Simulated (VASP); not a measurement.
# Sc (Fm-3m) in VASP: notebook, part 2 of 2

VASP 6.6.1. The steps go on from the part before.

### Step 4. Single point, LDA (25.18 Å³/atom)

This run uses another cell than the first one, of 25.18 Å³/atom.

File INCAR:

```
SYSTEM = Sc
ALGO = Normal
EDIFF = 1E-7
ENCUT = 520
GGA = CA
ISIF = 2
ISMEAR = -1
LASPH = .True.
LCHARG = .False.
LREAL = .False.
LWAVE = .False.
NBANDS = 12
NELM = 100
PREC = Accurate
SIGMA = 0.1
```

File KPOINTS:

```
k-points
0
Gamma
  20 20 20
  0 0 0
```

File POSCAR:

```
Sc
1.0
    0.0000000000      2.3264339859      2.3264339859
    2.3264339859      0.0000000000      2.3264339859
    2.3264339859      2.3264339859      0.0000000000
Sc
1
Direct
    0.0000000000      0.0000000000      0.0000000000
```

Potentials or basis: VASP PAW LDA potentials, release 64 (Sc_sv).

Started as:

```console
cat potpaw_LDA.64/Sc_sv/POTCAR > POTCAR
mpirun -np 1 vasp_std > vasp.out
```

OUTCAR:

```text
SYSTEM = Sc
   EDIFF = 1E-7
   ENCUT = 520
   GGA = CA
   ISIF = 2
   ISMEAR = -1
   LASPH = .True.
   LREAL = .False.
   NELM = 100
   PREC = Accurate

 ion  position               nearest neighbor table
   1  0.000  0.000  0.000-

  LATTYP: Found a face centered cubic cell.
 ALAT       =     4.6528679718

  Lattice vectors:

 A1 = (   0.0000000000,   2.3264339859,   2.3264339859)
 A2 = (   2.3264339859,   0.0000000000,   2.3264339859)
 A3 = (   2.3264339859,   2.3264339859,   0.0000000000)

Analysis of symmetry for initial positions (statically):
=====================================================================
 Subroutine PRICEL returns:
 Original cell was already a primitive cell.

 Routine SETGRP: Setting up the symmetry group for a
 face centered cubic supercell.

 Subroutine GETGRP returns: Found 48 space group operations
 (whereof 48 operations were pure point group operations)
 out of a pool of 48 trial point group operations.

The static configuration has the point symmetry O_h .

Analysis of symmetry for dynamics (positions and initial velocities):
=====================================================================
 Subroutine PRICEL returns:
 Original cell was already a primitive cell.

 Routine SETGRP: Setting up the symmetry group for a
 face centered cubic supercell.

 Subroutine GETGRP returns: Found 48 space group operations
 (whereof 48 operations were pure point group operations)
 out of a pool of 48 trial point group operations.

The dynamic configuration has the point symmetry O_h .

 Subroutine INISYM returns: Found 48 space group operations
 (whereof 48 operations are pure point group operations),
 and found     1 'primitive' translations

----------------------------------------------------------------------------------------

                                     Primitive cell

  volume of cell :      25.1827

  direct lattice vectors                    reciprocal lattice vectors
     0.000000000  2.326433986  2.326433986    -0.214921207  0.214921207  0.214921207
     2.326433986  0.000000000  2.326433986     0.214921207 -0.214921207  0.214921207
     2.326433986  2.326433986  0.000000000     0.214921207  0.214921207 -0.214921207

  length of vectors
     3.290074495  3.290074495  3.290074495     0.372254450  0.372254450  0.372254450

  position of ions in fractional coordinates (direct lattice)
     0.000000000  0.000000000  0.000000000

  ion indices of the primitive-cell ions
   primitive index   ion index
                 1           1

----------------------------------------------------------------------------------------

 KPOINTS: k-points

Automatic generation of k-mesh.
 Grid dimensions read from file:
 generate k-points for:   20   20   20

 Generating k-lattice:

  Cartesian coordinates                     Fractional coordinates (reciprocal lattice)
    -0.010746060  0.010746060  0.010746060     0.050000000  0.000000000  0.000000000
     0.010746060 -0.010746060  0.010746060     0.000000000  0.050000000  0.000000000
     0.010746060  0.010746060 -0.010746060     0.000000000  0.000000000  0.050000000

  Length of vectors
     0.018612722  0.018612722  0.018612722

  Shift w.r.t. Gamma in fractional coordinates (k-lattice)
     0.000000000  0.000000000  0.000000000

 Subroutine IBZKPT returns following result:
 ===========================================

 Found    256 irreducible k-points:

 Following reciprocal coordinates:
            Coordinates               Weight
  0.000000  0.000000  0.000000      1.000000
  0.050000  0.000000  0.000000      8.000000
  0.100000  0.000000  0.000000      8.000000
  0.150000  0.000000  0.000000      8.000000
  0.200000  0.000000  0.000000      8.000000
  0.250000  0.000000  0.000000      8.000000
[... 16 lines left out ...]
 -0.400000  0.050000  0.000000     24.000000
 -0.350000  0.050000  0.000000     24.000000
 [... further k-points ...]
   k-points           NKPTS =    256   k-points in BZ     NKDIM =    256   number of bands    NBANDS=     12
   number of dos      NEDOS =    301   number of ions     NIONS =      1
   total plane-waves  NPLWV =  13824
   dimension x,y,z NGX =    24 NGY =   24 NGZ =   24
   dimension x,y,z NGXF=    48 NGYF=   48 NGZF=   48
   ions per type =               1
   NGX,Y,Z   is equivalent  to a cutoff of  12.13, 12.13, 12.13 a.u.
   NGXF,Y,Z  is equivalent  to a cutoff of  24.25, 24.25, 24.25 a.u.
 SYSTEM =  Sc
   PREC   = accura    normal or accurate (medium, high low for compatibility)
   ISTART =      0    job   : 0-new  1-cont  2-samecut
   ICHARG =      2    charge: 1-file 2-atom 10-const
   ISPIN  =      1    spin polarized calculation?
   LNONCOLLINEAR =      F non collinear calculations
   LSORBIT =      F    spin-orbit coupling
   LASPH  =      T    aspherical Exc in radial PAW
   ENCUT  =  520.0 eV  38.22 Ry    6.18 a.u.   6.12  6.12  6.12*2*pi/ulx,y,z
   NELM   =    100;   NELMIN=  2; NELMDL= -5     # of ELM steps
   EDIFF  = 0.1E-06   stopping-criterion for ELM
   LREAL  =      F    real-space projection
   EDIFFG = 0.1E-05   stopping-criterion for IOM
   NSW    =      0    number of steps for IOM
   IBRION =     -1    ionic relax: 0-MD 1-quasi-New 2-CG
   NFREE  =      0    steps in history (QN), initial steepest desc. (CG)
   ISIF   =      2    stress and relaxation
   ISYM   =      2    0-nonsym 1-usesym 2-fastsym
   POTIM  = 0.5000    time-step for ionic-motion
   TEBEG  =    0.0;   TEEND  =   0.0 temperature during run
   PSTRESS=    0.0 pullay stress
   NELECT =      11.0000    total number of electrons
   NUPDOWN=      -1.0000    fix difference up-down
   EMIN   =  10.00;   EMAX   =-10.00  energy-range for DOS
   EFERMI =   0.00;   METHOD = LEGACY
   ISMEAR =    -1;   SIGMA  =   0.10  broadening in eV -4-tet -1-fermi 0-gaus
   EFERMI_NEDOS =   21; number of points for ismear=-14 and -15
   IALGO  =     38    algorithm
   IMIX   =      4    mixing-type and parameters
     AMIX     =   0.40;   BMIX     =  1.00
     AMIX_MAG =   1.60;   BMIX_MAG =  1.00
  volume/ion in A,a.u.               =      25.18       169.94
  Fermi-wavevector in a.u.,A,eV,Ry     =   1.242143  2.347310 20.992697  1.542920
  Thomas-Fermi vector in A             =   2.376510
   LORBIT       =      0    0 simple, 1 ext, 2 COOP (PROOUT), +10 PAW based schemes
   GGA     = CA    functional components
   LHFCALC =     F    Hartree Fock is set to
   AEXX    =    0.0000 exact exchange contribution
   IVDW    =     0    specifies the selected vdW correction
   LEPSILON=     F    determine dielectric tensor
   LRPA    =     F    only Hartree local field effects (RPA)
 non-spin polarized calculation
  energy-cutoff  :      520.00
  volume of cell :       25.18
 maximum number of plane-waves:       700
   NGX = 13   NGY = 13   NGZ = 13

 number of electron      11.0000003 magnetization

 Free energy of the ion-electron system (eV)
  ---------------------------------------------------
  ext. energy  EPLUGINS =         0.00000000
  ---------------------------------------------------
  free energy    TOTEN  =        -6.66392668 eV

  energy without entropy =       -6.59912126  energy(sigma->0) =       -6.63152397

 E-fermi :   3.3985     XC(G=0): -10.0523

 val. band max:        3.3978119285   @ k =  -0.3500   0.2000   0.0500
 cond. band min:       3.3990850848   @ k =   0.3500   0.3000   0.0500
 fundamental gap:      0.0012731562
 Fermi energy:         3.3985256603

 k-point     1 :       0.0000    0.0000    0.0000
  band No.  band energies     occupation
      1     -45.4876      2.00000
      2     -24.2507      2.00000
      3     -24.2507      2.00000
      4     -24.2507      2.00000
      5      -1.7039      2.00000
      6       4.8906      0.00000
      7       4.8906      0.00000
      8       4.8906      0.00000
      9       6.2206      0.00000
     10       6.2206      0.00000
     11      15.8896      0.00000
     12      19.1041      0.00000
[... 331 lines left out ...]
 k-point    24 :      -0.3500    0.0500    0.0000
  band No.  band energies     occupation
      1     -45.4390      2.00000
      2     -24.5680      2.00000
      3     -24.3030      2.00000
      4     -24.2905      2.00000
      5       0.9852      2.00000
      6       3.7094      0.08549
      7       4.8604      0.00000
      8       4.9375      0.00000
      9       6.6447      0.00000
     10       6.9379      0.00000
     11      11.2267      0.00000
     12      15.6885      0.00000

 [... further k-points ...]

------------------------ aborting loop because EDIFF is reached ----------------------------------------

  FORCE on cell =-STRESS in cart. coord.  units (eV):
  Direction    XX          YY          ZZ          XY          YZ          ZX
  --------------------------------------------------------------------------------------
  -------------------------------------------------------------------------------------
  Total       -0.8536676     -0.8536676     -0.8536676      0.0000000     -0.0000000      0.0000000
  in kB      -54.3121726    -54.3121726    -54.3121726      0.0000000     -0.0000000      0.0000000
  external PRESSURE =     -54.3121726 kB  Pullay stress =       0.0000000 kB

 VOLUME and BASIS-vectors are now :
 -----------------------------------------------------------------------------
  energy-cutoff  :      520.00
  volume of cell :       25.18
      direct lattice vectors                 reciprocal lattice vectors
     0.000000000  2.326433986  2.326433986    -0.214921207  0.214921207  0.214921207
     2.326433986  0.000000000  2.326433986     0.214921207 -0.214921207  0.214921207
     2.326433986  2.326433986  0.000000000     0.214921207  0.214921207 -0.214921207

 POSITION                                       TOTAL-FORCE (eV/Angst)
 -----------------------------------------------------------------------------------
      0.00000      0.00000      0.00000         0.000000      0.000000     -0.000000
 -----------------------------------------------------------------------------------
    total drift:                                0.000000      0.000000     -0.000000

  FREE ENERGIE OF THE ION-ELECTRON SYSTEM (eV)
  ---------------------------------------------------
  free  energy   TOTEN  =        -6.6639266804 eV

  energy  without entropy=       -6.5991212617  energy(sigma->0) =       -6.63152397
```

stdout:

```text
POSCAR found type information on POSCAR Sc
 POSCAR found :  1 types and       1 ions
 scaLAPACK will be used
 LDA part: xc-table for (Slater(with rela. corr.)+CA(PZ))
 , standard interpolation
 POSCAR, INCAR and KPOINTS ok, starting setup
 FFT: planning ... GRIDC
 FFT: planning ... GRID_SOFT
 FFT: planning ... GRID
 WAVECAR not read
 entering main loop
```

Wall time 71 s (1 thread of Intel Xeon 8259CL, shared host); peak memory 0.18 GiB.

Results:

| Quantity | Value |
| --- | --- |
| Free energy | -6.6639 eV |
| Pressure | -5.4 GPa |
| Band gap on the k mesh | zero (an odd number of electrons rules out a gap without spin polarisation) |

Levels at points of the mesh, in eV from the Fermi level:
```
           k point  band 2  band 3  band 4  band 5  band 6  band 7  band 8  band 9
(0.00, 0.00, 0.00)  -27.65  -27.65  -27.65   -5.10    1.49    1.49    1.49    2.82
(0.50, 0.00, 0.00)  -28.03  -27.70  -27.70   -1.76    0.28    1.39    1.39    3.70
(0.50, 0.50, 0.00)  -28.01  -27.79  -27.79   -1.49   -0.63    1.91    3.69    3.93
```

Caveat: the cell stands under tension.

### Step 5. Overview

| cell | gap on the mesh (eV) | pressure (GPa) |
| --- | --- | --- |
| a = 3.210 Å, angles 60.0°, 1 atom | none | -2.1 |
| a = 3.250 Å, angles 60.0°, 1 atom | none | -3.9 |
| a = 3.290 Å, angles 60.0°, 1 atom | none | -5.4 |

Alike in all rows: task single point; level LDA; potentials or basis VASP PAW LDA potentials, release 64 (Sc_sv); no spin polarisation; k mesh 20 × 20 × 20; cutoff (eV) 520; smearing fermi-dirac 0.1 eV.

Caveats: the cell stands under tension (at least some runs).

Total energies depend on the potentials used, so only differences within one code and one set of settings carry meaning.
